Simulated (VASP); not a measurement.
# As (Pm-3m) in VASP: a series of runs

As is run at these levels: LDA; tasks: single point.

Program: VASP 6.6.1. These are calculated values, not measurements. Logs are shortened: lines on timing, memory, paths and dates and some standing lists are left out, and cuts for length are marked.

### 1 The cell of the first run

Symmetry: Pm-3m, No. 221, cubic system. The conventional cell has a = 2.704 Å, b = 2.704 Å, c = 2.704 Å, α = 90.00°, β = 90.00°, γ = 90.00°. As (site symmetry m-3m) has 6 As at 2.70 Å within 3.6 Å.

### 2 Single point, LDA

INCAR reads:

```
SYSTEM = As
ALGO = Normal
EDIFF = 1E-6
ENCUT = 520
ISIF = 2
ISMEAR = -1
LASPH = .True.
LCHARG = .False.
LREAL = .False.
LWAVE = .False.
NBANDS = 8
NELM = 60
PREC = Accurate
SIGMA = 0.05
```

KPOINTS reads:

```
k-points
0
Gamma
  10 10 10
  0 0 0
```

POSCAR reads:

```
As
1.0
    2.7036817444      0.0000000000      0.0000000000
    0.0000000000      2.7036817444      0.0000000000
    0.0000000000      0.0000000000      2.7036817444
As
1
Direct
    0.5000000000      0.5000000000      0.5000000000
```

Potentials or basis: VASP PAW LDA potentials, release 64 (As).

Command:

```console
$ cat potpaw_LDA.64/As/POTCAR > POTCAR
$ mpirun -np 1 vasp_std > vasp.out
```

OUTCAR:

```text
SYSTEM = As
   EDIFF = 1E-6
   ENCUT = 520
   ISIF = 2
   ISMEAR = -1
   LASPH = .True.
   LREAL = .False.
   NELM = 60
   PREC = Accurate

 ion  position               nearest neighbor table
   1  0.500  0.500  0.500-

  LATTYP: Found a simple cubic cell.
 ALAT       =     2.7036817444

  Lattice vectors:

 A1 = (   2.7036817444,   0.0000000000,   0.0000000000)
 A2 = (   0.0000000000,   2.7036817444,   0.0000000000)
 A3 = (   0.0000000000,   0.0000000000,   2.7036817444)

Analysis of symmetry for initial positions (statically):
=====================================================================
 Subroutine PRICEL returns:
 Original cell was already a primitive cell.

 Routine SETGRP: Setting up the symmetry group for a
 simple cubic supercell.

 Subroutine GETGRP returns: Found 48 space group operations
[... 9 lines left out ...]

 Routine SETGRP: Setting up the symmetry group for a
 simple cubic supercell.

 Subroutine GETGRP returns: Found 48 space group operations
[... 11 lines left out ...]
                                     Primitive cell

  volume of cell :      19.7636

  direct lattice vectors                    reciprocal lattice vectors
     2.703681744  0.000000000  0.000000000     0.369866018  0.000000000  0.000000000
     0.000000000  2.703681744  0.000000000     0.000000000  0.369866018  0.000000000
     0.000000000  0.000000000  2.703681744     0.000000000  0.000000000  0.369866018

  length of vectors
     2.703681744  2.703681744  2.703681744     0.369866018  0.369866018  0.369866018

  position of ions in fractional coordinates (direct lattice)
     0.500000000  0.500000000  0.500000000

  ion indices of the primitive-cell ions
   primitive index   ion index
                 1           1

----------------------------------------------------------------------------------------

 KPOINTS: k-points

Automatic generation of k-mesh.
 Grid dimensions read from file:
 generate k-points for:   10   10   10

 Generating k-lattice:

  Cartesian coordinates                     Fractional coordinates (reciprocal lattice)
     0.036986602  0.000000000  0.000000000     0.100000000  0.000000000  0.000000000
     0.000000000  0.036986602  0.000000000     0.000000000  0.100000000  0.000000000
     0.000000000  0.000000000  0.036986602     0.000000000  0.000000000  0.100000000

  Length of vectors
     0.036986602  0.036986602  0.036986602

  Shift w.r.t. Gamma in fractional coordinates (k-lattice)
     0.000000000  0.000000000  0.000000000

 Subroutine IBZKPT returns following result:
 ===========================================

 Found     56 irreducible k-points:
[... 38 lines left out ...]
   ISTART =      0    job   : 0-new  1-cont  2-samecut
   ICHARG =      2    charge: 1-file 2-atom 10-const
   ISPIN  =      1    spin polarized calculation?
   LNONCOLLINEAR =      F non collinear calculations
   LSORBIT =      F    spin-orbit coupling
   LASPH  =      T    aspherical Exc in radial PAW
   ENCUT  =  520.0 eV  38.22 Ry    6.18 a.u.   5.03  5.03  5.03*2*pi/ulx,y,z
   NELM   =     60;   NELMIN=  2; NELMDL= -5     # of ELM steps
   EDIFF  = 0.1E-05   stopping-criterion for ELM
   LREAL  =      F    real-space projection
   EDIFFG = 0.1E-04   stopping-criterion for IOM
   NSW    =      0    number of steps for IOM
   IBRION =     -1    ionic relax: 0-MD 1-quasi-New 2-CG
   NFREE  =      0    steps in history (QN), initial steepest desc. (CG)
   ISIF   =      2    stress and relaxation
   ISYM   =      2    0-nonsym 1-usesym 2-fastsym
   POTIM  = 0.5000    time-step for ionic-motion
   TEBEG  =    0.0;   TEEND  =   0.0 temperature during run
   PSTRESS=    0.0 pullay stress
   NELECT =       5.0000    total number of electrons
   NUPDOWN=      -1.0000    fix difference up-down
   EMIN   =  10.00;   EMAX   =-10.00  energy-range for DOS
[... 5 lines left out ...]
     AMIX     =   0.40;   BMIX     =  1.00
     AMIX_MAG =   1.60;   BMIX_MAG =  1.00
  volume/ion in A,a.u.               =      19.76       133.37
  Fermi-wavevector in a.u.,A,eV,Ry     =   1.035403  1.956627 14.586243  1.072059
  Thomas-Fermi vector in A             =   2.169744
   LORBIT       =      0    0 simple, 1 ext, 2 COOP (PROOUT), +10 PAW based schemes
   GGA     = CA    functional components
   LHFCALC =     F    Hartree Fock is set to
   AEXX    =    0.0000 exact exchange contribution
   IVDW    =     0    specifies the selected vdW correction
   LEPSILON=     F    determine dielectric tensor
   LRPA    =     F    only Hartree local field effects (RPA)
 non-spin polarized calculation
  energy-cutoff  :      520.00
  volume of cell :       19.76
 maximum number of plane-waves:       554
   NGX = 11   NGY = 11   NGZ = 11

 number of electron       5.0000001 magnetization

 Free energy of the ion-electron system (eV)
  ---------------------------------------------------
  ext. energy  EPLUGINS =         0.00000000
  ---------------------------------------------------
  free energy    TOTEN  =        -5.33057254 eV

  energy without entropy =       -5.32811532  energy(sigma->0) =       -5.32934393

 E-fermi :   5.8776     XC(G=0): -10.5881

 val. band max:        5.8499953020   @ k =   0.3000   0.3000   0.3000
 cond. band min:       5.9083002512   @ k =   0.2000   0.2000   0.0000
 fundamental gap:      0.0583049492
 Fermi energy:         5.8776197427

 k-point     1 :       0.0000    0.0000    0.0000
  band No.  band energies     occupation
      1      -9.0402      2.00000
      2      10.0459      0.00000
      3      10.0459      0.00000
      4      10.0459      0.00000
      5      14.5280      0.00000
      6      14.5280      0.00000
      7      16.3601      0.00000
      8      30.8456      0.00000
[... 243 lines left out ...]
 k-point    24 :       0.3000    0.1000    0.1000
  band No.  band energies     occupation
      1      -7.0977      2.00000
      2       2.5189      2.00000
      3       9.3722      0.00000
      4       9.8274      0.00000
      5      18.3919      0.00000
      6      18.5114      0.00000
      7      20.6911      0.00000
      8      21.4265      0.00000

 [... further k-points ...]
[... 5 lines left out ...]
  --------------------------------------------------------------------------------------
  -------------------------------------------------------------------------------------
  Total       -0.3549963     -0.3549963     -0.3549963     -0.0000000     -0.0000000      0.0000000
  in kB      -28.7784720    -28.7784720    -28.7784720     -0.0000000     -0.0000000      0.0000000
  external PRESSURE =     -28.7784720 kB  Pullay stress =       0.0000000 kB

 VOLUME and BASIS-vectors are now :
 -----------------------------------------------------------------------------
  energy-cutoff  :      520.00
  volume of cell :       19.76
      direct lattice vectors                 reciprocal lattice vectors
     2.703681744  0.000000000  0.000000000     0.369866018  0.000000000  0.000000000
     0.000000000  2.703681744  0.000000000     0.000000000  0.369866018  0.000000000
     0.000000000  0.000000000  2.703681744     0.000000000  0.000000000  0.369866018

 POSITION                                       TOTAL-FORCE (eV/Angst)
 -----------------------------------------------------------------------------------
      1.35184      1.35184      1.35184         0.000000      0.000000      0.000000
 -----------------------------------------------------------------------------------
    total drift:                                0.000000      0.000000      0.000000

  FREE ENERGIE OF THE ION-ELECTRON SYSTEM (eV)
  ---------------------------------------------------
  free  energy   TOTEN  =        -5.3305725446 eV

  energy  without entropy=       -5.3281153183  energy(sigma->0) =       -5.32934393
```

OSZICAR:

```text
N       E                     dE             d eps       ncg     rms          rms(c)
DAV:   1     0.782893849139E+01    0.78289E+01   -0.21429E+03   904   0.458E+02
DAV:   2    -0.517619104853E+01   -0.13005E+02   -0.12390E+02  1192   0.602E+01
DAV:   3    -0.533731134636E+01   -0.16112E+00   -0.16102E+00  1024   0.924E+00
DAV:   4    -0.533748042107E+01   -0.16907E-03   -0.16907E-03  1360   0.337E-01
DAV:   5    -0.533748051035E+01   -0.89282E-07   -0.89614E-07  1040   0.487E-03    0.224E+00
DAV:   6    -0.533316624539E+01    0.43143E-02   -0.42214E-04  1184   0.153E-01    0.132E+00
DAV:   7    -0.533056288535E+01    0.26034E-02   -0.10623E-03   968   0.239E-01    0.651E-02
DAV:   8    -0.533057213802E+01   -0.92527E-05   -0.12332E-05  1264   0.255E-02    0.763E-03
DAV:   9    -0.533057254458E+01   -0.40657E-06   -0.18525E-07   728   0.317E-03
   1 F= -.53305725E+01 E0= -.53293439E+01  d E =-.245723E-02
```

stdout:

```text
POSCAR found type information on POSCAR As
 POSCAR found :  1 types and       1 ions
 scaLAPACK will be used
 LDA part: xc-table for (Slater(with rela. corr.)+CA(PZ))
 , standard interpolation
 POSCAR, INCAR and KPOINTS ok, starting setup
 FFT: planning ... GRIDC
 FFT: planning ... GRID_SOFT
 FFT: planning ... GRID
 WAVECAR not read
 entering main loop
```

It took 5.9 s on 1 thread of AMD EPYC 9R14 (Zen 4), shared host; peak memory 0.09 GiB.

What came out:

| Quantity | Value |
| --- | --- |
| Free energy | -5.3306 eV |
| Pressure | -2.9 GPa |

Levels at points of the mesh, in eV from the Fermi level:
| k point | band 1 | band 2 | band 3 | band 4 | band 5 |
| --- | --- | --- | --- | --- | --- |
| (0.00, 0.00, 0.00) | -14.92 | 4.17 | 4.17 | 4.17 | 8.65 |
| (0.50, 0.00, 0.00) | -11.79 | -6.86 | 6.44 | 6.44 | 11.34 |
| (0.50, 0.50, 0.00) | -8.54 | -4.18 | -4.18 | 2.56 | 8.57 |
| (0.50, 0.50, 0.50) | -4.96 | -1.75 | -1.75 | -1.75 | 6.04 |

### 3 Single point, LDA

This run uses another cell than the first one, of 20.16 Å³/atom, 1.020 times its volume.

INCAR reads:

```
SYSTEM = As
ALGO = Normal ; EDIFF = 1E-6
ENCUT = 520 ; GGA = CA
ISIF = 2 ; ISMEAR = -1
LASPH = .TRUE. ; LCHARG = .FALSE.
LREAL = .FALSE. ; LWAVE = .FALSE.
NBANDS = 8 ; NELM = 80
PREC = Accurate ; SIGMA = 0.05
```

KPOINTS reads:

```
k-points
0
G
  10 10 10
  0 0 0
```

POSCAR reads:

```
As
1.0
    2.7215874433      0.0000000000      0.0000000000
    0.0000000000      2.7215874433      0.0000000000
    0.0000000000      0.0000000000      2.7215874433
As
1
Direct
    0.5000000000      0.5000000000      0.5000000000
```

Potentials or basis: VASP PAW LDA potentials, release 64 (As).

Command:

```console
$ cat potpaw_LDA.64/As/POTCAR > POTCAR
$ mpirun -np 1 vasp_std > vasp.out
```

Run time: 4.7 s. Hardware: 1 thread of AMD EPYC 9R14 (Zen 4), shared host; peak memory 0.08 GiB.

It converged, with:

* Free energy: -5.3215 eV
* Pressure: -4.5 GPa

Levels at points of the mesh, in eV from the Fermi level:
```
           k point  band 1  band 2  band 3  band 4  band 5  band 6  band 7
(0.00, 0.00, 0.00)  -14.73    4.10    4.10    4.10    8.64    8.64   10.32
(0.50, 0.00, 0.00)  -11.69   -6.69    6.30    6.30   11.29   13.98   14.58
(0.50, 0.50, 0.00)   -8.54   -4.08   -4.08    2.66    8.36   16.34   17.43
(0.50, 0.50, 0.50)   -5.09   -1.70   -1.70   -1.70    6.08    6.08    6.08
```

### 4 Single point, LDA

This run uses another cell than the first one, of 20.55 Å³/atom, 1.040 times its volume.

INCAR reads:

```
SYSTEM = As
ALGO     = Normal         ! electronic algorithm
EDIFF    = 1E-6           ! SCF threshold, eV
ENCUT    = 520            ! plane-wave cutoff, eV
GGA      = CA             ! functional
ISIF     = 2              ! what is computed and relaxed
ISMEAR   = -1             ! smearing method
LASPH    = .True.         ! aspherical terms in the spheres
LCHARG   = .False.        ! write CHGCAR
LREAL    = .False.        ! projectors in reciprocal space
LWAVE    = .False.        ! write WAVECAR
NBANDS   = 8              ! bands
NELM     = 60             ! most SCF steps
PREC     = Accurate       ! precision mode
SIGMA    = 0.05           ! smearing width, eV
```

KPOINTS reads:

```
k-points
0
Gamma
  10 10 10
  0 0 0
```

POSCAR reads:

```
As
1.0
    2.7392605843      0.0000000000      0.0000000000
    0.0000000000      2.7392605843      0.0000000000
    0.0000000000      0.0000000000      2.7392605843
As
1
Direct
    0.5000000000      0.5000000000      0.5000000000
```

Command:

```console
$ cat potpaw_LDA.64/As/POTCAR > POTCAR
$ mpirun -np 1 vasp_std > vasp.out
```

Wall time 4.5 s (1 thread of AMD EPYC 9R14 (Zen 4), shared host); peak memory 0.08 GiB.

Results (log left out):

- Free energy: -5.3088 eV
- Pressure: -5.9 GPa

Levels at points of the mesh, in eV from the Fermi level:
```
           k point  band 1  band 2  band 3  band 4  band 5  band 6
(0.00, 0.00, 0.00)  -14.56    4.03    4.03    4.03    8.63    8.63
(0.50, 0.00, 0.00)  -11.60   -6.54    6.16    6.16   11.23   13.87
(0.50, 0.50, 0.00)   -8.54   -3.98   -3.98    2.74    8.15   16.13
(0.50, 0.50, 0.50)   -5.22   -1.66   -1.66   -1.66    6.11    6.11
```

### 5 Summary

| cell | gap on the mesh (eV) | pressure (GPa) |
| --- | --- | --- |
| a = 2.704 Å, 1 atom | none | -2.9 |
| a = 2.722 Å, 1 atom | none | -4.5 |
| a = 2.739 Å, 1 atom | none | -5.9 |

Alike in all rows: task single point; level LDA; potentials or basis VASP PAW LDA potentials, release 64 (As); no spin polarisation; k mesh 10 × 10 × 10; cutoff (eV) 520; smearing fermi-dirac 0.05 eV.

Total energies depend on the potentials used, so only differences within one code and one set of settings carry meaning.
